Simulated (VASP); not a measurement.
# CuSi16 (a cell with a defect) in VASP: single point with PBE

Aim: the single point of CuSi16 (a cell with a defect) with PBE.

Program: VASP 6.6.1. These are calculated values, not measurements. Logs are shortened: lines on timing, memory, paths and dates and some standing lists are left out, and cuts for length are marked.

## Step 1: The cell of the first run

The cell holds a defect, 17 atoms: a = 7.679 Å, b = 7.679 Å, c = 7.679 Å, α = 60.00°, β = 60.00°, γ = 60.00°.

## Step 2: Single point, PBE

Input file INCAR:

```
SYSTEM = CuSi16
  PREC = Accurate
  ENCUT = 520
  EDIFF = 1E-7
  ISMEAR = -1
  SIGMA = 0.02
  LREAL = Auto
  LASPH = .TRUE.
  NELM = 100
  ALGO = Normal
  ISIF = 2
  LWAVE = .FALSE.
  LCHARG = .FALSE.
  GGA = PE
  NELECT = 74.0
  NBANDS = 52
```

Input file KPOINTS:

```
Automatic mesh
0
G
  2 2 2
  0 0 0
```

Input file POSCAR:

```
CuSi16
1.0
    0.0000000000      5.4300000000      5.4300000000
    5.4300000000      0.0000000000      5.4300000000
    5.4300000000      5.4300000000      0.0000000000
Si Cu
16 1
Direct
   -0.0060525066     -0.0037110889      0.0122049943
    0.1191225786      0.1172959421      0.1389821600
   -0.0038142912     -0.0038968422      0.5134750540
    0.1185164611      0.1206224812      0.6386507983
    0.0097473764      0.4926948130      0.0042713726
    0.1197656441      0.6233119212      0.1393301642
   -0.0033961909      0.4926354428      0.5138232345
    0.1337849435      0.6236010046      0.6181298007
    0.4944930924      0.0027807489      0.0056775675
    0.6207840805      0.1209022922      0.1377637198
    0.4902970825     -0.0015648700      0.5124573037
    0.6236883957      0.1322158185      0.6177745331
    0.4954214654      0.4973775562      0.0061801238
    0.6408344561      0.6344069135      0.0920235774
    0.5123401509      0.5120536017      0.4634802373
    0.6242156369      0.6260029348      0.6178819754
    0.3974309245      0.3850816303      0.8355496834
```

Potentials or basis: VASP PAW PBE potentials, release 64 (Si, Cu).

Run with:

```bash
> cat potpaw_PBE.64/Si/POTCAR potpaw_PBE.64/Cu/POTCAR > POTCAR
> mpirun -np 1 vasp_std > vasp.out
```

OUTCAR:

```text
SYSTEM = CuSi16
   PREC = Accurate
   ENCUT = 520
   EDIFF = 1E-7
   ISMEAR = -1
   LREAL = Auto
   LASPH = .TRUE.
   NELM = 100
   ISIF = 2
   GGA = PE
   NELECT = 74.0

 ion  position               nearest neighbor table
   1  0.994  0.996  0.012-   2 2.34   6 2.34  10 2.34   4 2.34
   2  0.119  0.117  0.139-   1 2.34   3 2.35   9 2.35   5 2.36
   3  0.996  0.996  0.513-   4 2.33  12 2.34   8 2.34   2 2.35
   4  0.119  0.121  0.639-  11 2.33   7 2.33   3 2.33   1 2.34
   5  0.010  0.493  0.004-  14 2.32   2 2.36   6 2.36   8 2.42  17 2.44
   6  0.120  0.623  0.139-   1 2.34   7 2.35  13 2.36   5 2.36  17 2.95
   7  0.997  0.493  0.514-   4 2.33  16 2.34   8 2.34   6 2.35
   8  0.134  0.624  0.618-   7 2.34   3 2.34  15 2.38   5 2.42  17 2.62
   9  0.494  0.003  0.006-  14 2.32   2 2.35  10 2.36  17 2.41  12 2.43
  10  0.621  0.121  0.138-   1 2.34  11 2.35  13 2.36   9 2.36  17 2.87
  11  0.490  0.998  0.512-   4 2.33  16 2.34  12 2.34  10 2.35
  12  0.624  0.132  0.618-  11 2.34   3 2.34  15 2.39   9 2.43  17 2.56
  13  0.495  0.497  0.006-  14 2.32   6 2.36  10 2.36  17 2.41  16 2.43
  14  0.641  0.634  0.092-  13 2.32   9 2.32   5 2.32  15 2.33
  15  0.512  0.512  0.463-  14 2.33  17 2.33   8 2.38  12 2.39  16 2.39
  16  0.624  0.626  0.618-  11 2.34   7 2.34  15 2.39  13 2.43  17 2.54
  17  0.397  0.385  0.836-  15 2.33  13 2.41   9 2.41   5 2.44  16 2.54  12 2.56   8 2.62  10 2.87
                             6 2.95

  LATTYP: Found a face centered cubic cell.
 ALAT       =    10.8600000000

  Lattice vectors:

 A1 = (   0.0000000000,   5.4300000000,   5.4300000000)
 A2 = (   5.4300000000,   0.0000000000,   5.4300000000)
 A3 = (   5.4300000000,   5.4300000000,   0.0000000000)

Analysis of symmetry for initial positions (statically):
=====================================================================
 Subroutine PRICEL returns:
 Original cell was already a primitive cell.

 Routine SETGRP: Setting up the symmetry group for a
 face centered cubic supercell.

 Subroutine GETGRP returns: Found  1 space group operations
 (whereof  1 operations were pure point group operations)
 out of a pool of 48 trial point group operations.

The static configuration has the point symmetry C_1 .

Analysis of symmetry for dynamics (positions and initial velocities):
=====================================================================
 Subroutine PRICEL returns:
 Original cell was already a primitive cell.

 Routine SETGRP: Setting up the symmetry group for a
 face centered cubic supercell.

 Subroutine GETGRP returns: Found  1 space group operations
 (whereof  1 operations were pure point group operations)
 out of a pool of 48 trial point group operations.

The dynamic configuration has the point symmetry C_1 .

 Subroutine INISYM returns: Found  1 space group operations
 (whereof  1 operations are pure point group operations),
 and found     1 'primitive' translations

----------------------------------------------------------------------------------------

                                     Primitive cell

  volume of cell :     320.2060

  direct lattice vectors                    reciprocal lattice vectors
     0.000000000  5.430000000  5.430000000    -0.092081031  0.092081031  0.092081031
     5.430000000  0.000000000  5.430000000     0.092081031 -0.092081031  0.092081031
     5.430000000  5.430000000  0.000000000     0.092081031  0.092081031 -0.092081031

  length of vectors
     7.679179644  7.679179644  7.679179644     0.159489025  0.159489025  0.159489025

  position of ions in fractional coordinates (direct lattice)
     0.993947493  0.996288911  0.012204994
     0.119122579  0.117295942  0.138982160
     0.996185709  0.996103158  0.513475054
     0.118516461  0.120622481  0.638650798
     0.009747376  0.492694813  0.004271373
     0.119765644  0.623311921  0.139330164
[... 9 lines left out ...]
     0.624215637  0.626002935  0.617881975
     0.397430925  0.385081630  0.835549683

  ion indices of the primitive-cell ions
   primitive index   ion index
                 1           1
                 2           2
                 3           3
                 4           4
                 5           5
                 6           6
[... 9 lines left out ...]
                16          16
                17          17

----------------------------------------------------------------------------------------

 KPOINTS: Automatic mesh

Automatic generation of k-mesh.
 Grid dimensions read from file:
 generate k-points for:    2    2    2

 Generating k-lattice:

  Cartesian coordinates                     Fractional coordinates (reciprocal lattice)
    -0.046040516  0.046040516  0.046040516     0.500000000  0.000000000  0.000000000
     0.046040516 -0.046040516  0.046040516     0.000000000  0.500000000  0.000000000
     0.046040516  0.046040516 -0.046040516     0.000000000  0.000000000  0.500000000

  Length of vectors
     0.079744512  0.079744512  0.079744512

  Shift w.r.t. Gamma in fractional coordinates (k-lattice)
     0.000000000  0.000000000  0.000000000

 Subroutine IBZKPT returns following result:
 ===========================================

 Found      8 irreducible k-points:

 Following reciprocal coordinates:
            Coordinates               Weight
  0.000000  0.000000  0.000000      1.000000
  0.500000  0.000000  0.000000      1.000000
  0.000000  0.500000  0.000000      1.000000
  0.000000  0.000000  0.500000      1.000000
  0.500000  0.500000  0.500000      1.000000
  0.500000  0.500000  0.000000      1.000000
  0.000000  0.500000  0.500000      1.000000
  0.500000  0.000000  0.500000      1.000000
   k-points           NKPTS =      8   k-points in BZ     NKDIM =      8   number of bands    NBANDS=     52
   number of dos      NEDOS =    301   number of ions     NIONS =     17
   total plane-waves  NPLWV = 216000
   dimension x,y,z NGX =    60 NGY =   60 NGZ =   60
   dimension x,y,z NGXF=   120 NGYF=  120 NGZF=  120
   ions per type =              16   1
   NGX,Y,Z   is equivalent  to a cutoff of  12.99, 12.99, 12.99 a.u.
   NGXF,Y,Z  is equivalent  to a cutoff of  25.98, 25.98, 25.98 a.u.
 SYSTEM =  CuSi16
   PREC   = accura    normal or accurate (medium, high low for compatibility)
   ISTART =      0    job   : 0-new  1-cont  2-samecut
   ICHARG =      2    charge: 1-file 2-atom 10-const
   ISPIN  =      1    spin polarized calculation?
   LNONCOLLINEAR =      F non collinear calculations
   LSORBIT =      F    spin-orbit coupling
   LASPH  =      T    aspherical Exc in radial PAW
   ENCUT  =  520.0 eV  38.22 Ry    6.18 a.u.  14.28 14.28 14.28*2*pi/ulx,y,z
   NELM   =    100;   NELMIN=  2; NELMDL= -5     # of ELM steps
   EDIFF  = 0.1E-06   stopping-criterion for ELM
   LREAL  =      T    real-space projection
   EDIFFG = 0.1E-05   stopping-criterion for IOM
   NSW    =      0    number of steps for IOM
   IBRION =     -1    ionic relax: 0-MD 1-quasi-New 2-CG
   NFREE  =      0    steps in history (QN), initial steepest desc. (CG)
   ISIF   =      2    stress and relaxation
   ISYM   =      2    0-nonsym 1-usesym 2-fastsym
   POTIM  = 0.5000    time-step for ionic-motion
   TEBEG  =    0.0;   TEEND  =   0.0 temperature during run
   PSTRESS=    0.0 pullay stress
   NELECT =      74.0000    total number of electrons
   NUPDOWN=      -1.0000    fix difference up-down
   EMIN   =  10.00;   EMAX   =-10.00  energy-range for DOS
   EFERMI =   0.00;   METHOD = LEGACY
   ISMEAR =    -1;   SIGMA  =   0.02  broadening in eV -4-tet -1-fermi 0-gaus
   EFERMI_NEDOS =   21; number of points for ismear=-14 and -15
   IALGO  =     38    algorithm
   IMIX   =      4    mixing-type and parameters
     AMIX     =   0.40;   BMIX     =  1.00
     AMIX_MAG =   1.60;   BMIX_MAG =  1.00
  volume/ion in A,a.u.               =      18.84       127.11
  Fermi-wavevector in a.u.,A,eV,Ry     =   1.004636  1.898488 13.732283  1.009294
  Thomas-Fermi vector in A             =   2.137265
   LORBIT       =      0    0 simple, 1 ext, 2 COOP (PROOUT), +10 PAW based schemes
   GGA     = PE    functional components
   LHFCALC =     F    Hartree Fock is set to
   AEXX    =    0.0000 exact exchange contribution
   IVDW    =     0    specifies the selected vdW correction
   LEPSILON=     F    determine dielectric tensor
   LRPA    =     F    only Hartree local field effects (RPA)
 non-spin polarized calculation
  energy-cutoff  :      520.00
  volume of cell :      320.21
 maximum number of plane-waves:      8646
 NGX is ok and might be reduce to    60
   NGX = 29   NGY = 29   NGZ = 29

 number of electron      74.0000000 magnetization

 Free energy of the ion-electron system (eV)
  ---------------------------------------------------
  ext. energy  EPLUGINS =         0.00000000
  ---------------------------------------------------
  free energy    TOTEN  =       -94.21993710 eV

  energy without entropy =      -94.21990749  energy(sigma->0) =      -94.21992229

 E-fermi :   6.3784     XC(G=0):  -9.6077

 val. band max:        6.2118380061   @ k =   0.0000   0.0000   0.0000
 cond. band min:       6.5394741532   @ k =   0.0000   0.0000   0.0000
 fundamental gap:      0.3276361472
 Fermi energy:         6.3783703918

 k-point     1 :       0.0000    0.0000    0.0000
  band No.  band energies     occupation
      1      -5.8961      2.00000
      2      -3.5471      2.00000
      3      -3.5056      2.00000
      4      -3.4763      2.00000
      5      -3.4727      2.00000
      6      -2.0463      2.00000
[... 41 lines left out ...]
     48       8.4626      0.00000
     49       8.7342      0.00000

 k-point     2 :       0.5000    0.0000    0.0000
  band No.  band energies     occupation
      1      -5.2340      2.00000
      2      -4.9276      2.00000
      3      -3.2934      2.00000
      4      -3.2643      2.00000
      5      -3.1754      2.00000
      6      -3.0374      2.00000
[... 304 lines left out ...]
 k-point     8 :       0.5000    0.0000    0.5000
  band No.  band energies     occupation
      1      -4.9328      2.00000
      2      -4.7264      2.00000
      3      -3.8705      2.00000
      4      -3.7755      2.00000
      5      -3.7518      2.00000
      6      -3.7333      2.00000
[... 41 lines left out ...]
     48      10.4974      0.00000
     49      10.5152      0.00000
 [bands above 49 left out]

------------------------ aborting loop because EDIFF is reached ----------------------------------------

  FORCE on cell =-STRESS in cart. coord.  units (eV):
  Direction    XX          YY          ZZ          XY          YZ          ZX
  --------------------------------------------------------------------------------------
  -------------------------------------------------------------------------------------
  Total       -1.7598668     -1.9671867     -1.6987856      0.2620260     -0.2054804     -0.0034147
  in kB       -8.8056394     -9.8429816     -8.5000145      1.3110689     -1.0281384     -0.0170858
  external PRESSURE =      -9.0495452 kB  Pullay stress =       0.0000000 kB

 VOLUME and BASIS-vectors are now :
 -----------------------------------------------------------------------------
  energy-cutoff  :      520.00
  volume of cell :      320.21
      direct lattice vectors                 reciprocal lattice vectors
     0.000000000  5.430000000  5.430000000    -0.092081031  0.092081031  0.092081031
     5.430000000  0.000000000  5.430000000     0.092081031 -0.092081031  0.092081031
     5.430000000  5.430000000  0.000000000     0.092081031  0.092081031 -0.092081031

 POSITION                                       TOTAL-FORCE (eV/Angst)
 -----------------------------------------------------------------------------------
      5.47612      5.46341     10.80698         0.001993     -0.004154     -0.000734
      1.39159      1.40151      1.28375        -0.007315     -0.004006     -0.001065
      8.19701      8.19746     10.81813         0.008118     -0.004668      0.002592
      4.12285      4.11142      1.29852         0.005828     -0.003782     -0.000338
      2.69853      0.07612      2.72826         0.026654     -0.010769     -0.025254
      4.14115      1.40689      4.03491        -0.003078     -0.006192      0.010610
[... 9 lines left out ...]
      6.75430      6.74459      6.78869         0.003639      0.000562      0.032222
      6.62803      6.69508      4.24904        -0.013704     -0.028770     -0.001752
 -----------------------------------------------------------------------------------
    total drift:                               -0.000454      0.001638      0.001920

  FREE ENERGIE OF THE ION-ELECTRON SYSTEM (eV)
  ---------------------------------------------------
  free  energy   TOTEN  =       -94.2199370973 eV

  energy  without entropy=      -94.2199074899  energy(sigma->0) =      -94.21992229
```

Wall time 4.1 min (1 thread of Intel Xeon Platinum 8488C (Sapphire Rapids), shared host); peak memory 0.5 GiB.

Results:

| Quantity | Value |
| --- | --- |
| Free energy | -94.2199 eV |
| Largest force | 0.038 eV/Å |

Forces in eV/Å, atoms in the order of the input:
```
Si   0.002 -0.004 -0.001
Si  -0.007 -0.004 -0.001
Si   0.008 -0.005  0.003
Si   0.006 -0.004  0.000
Si   0.027 -0.011 -0.025
Si  -0.003 -0.006  0.011
Si  -0.004 -0.007 -0.005
Si  -0.001 -0.003  0.002
Si  -0.014  0.017 -0.018
Si   0.002  0.029 -0.003
Si   0.001  0.007 -0.001
Si  -0.025  0.003 -0.004
Si   0.025  0.021  0.011
Si  -0.001 -0.003 -0.003
Si  -0.006 -0.002  0.004
Si   0.004  0.001  0.032
Cu  -0.014 -0.029 -0.002
```

Levels at points of the mesh, in eV from the Fermi level:
```
           k point  band 35  band 36  band 37  band 38  band 39  band 40
(0.00, 0.00, 0.00)    -0.64    -0.19    -0.17     0.16     0.61     0.61
(0.50, 0.00, 0.00)    -0.85    -0.75    -0.63     0.57     1.08     1.30
(0.00, 0.50, 0.00)    -0.84    -0.76    -0.68     0.58     1.10     1.29
(0.00, 0.00, 0.50)    -0.90    -0.73    -0.71     0.43     1.26     1.34
(0.50, 0.50, 0.50)    -0.84    -0.76    -0.69     0.58     1.11     1.30
(0.50, 0.50, 0.00)    -1.43    -1.41    -0.94     0.67     1.07     2.03
(0.00, 0.50, 0.50)    -1.43    -1.41    -0.95     0.67     1.07     2.03
(0.50, 0.00, 0.50)    -1.45    -1.40    -0.96     0.68     1.06     2.03
```

Caveat: the k points lie up to 0.50 Å⁻¹ apart; the cell carries a net charge on a neutralising background, which shifts energy and pressure; the cell is charged against a uniform background, so pressure and absolute levels hang on convention.
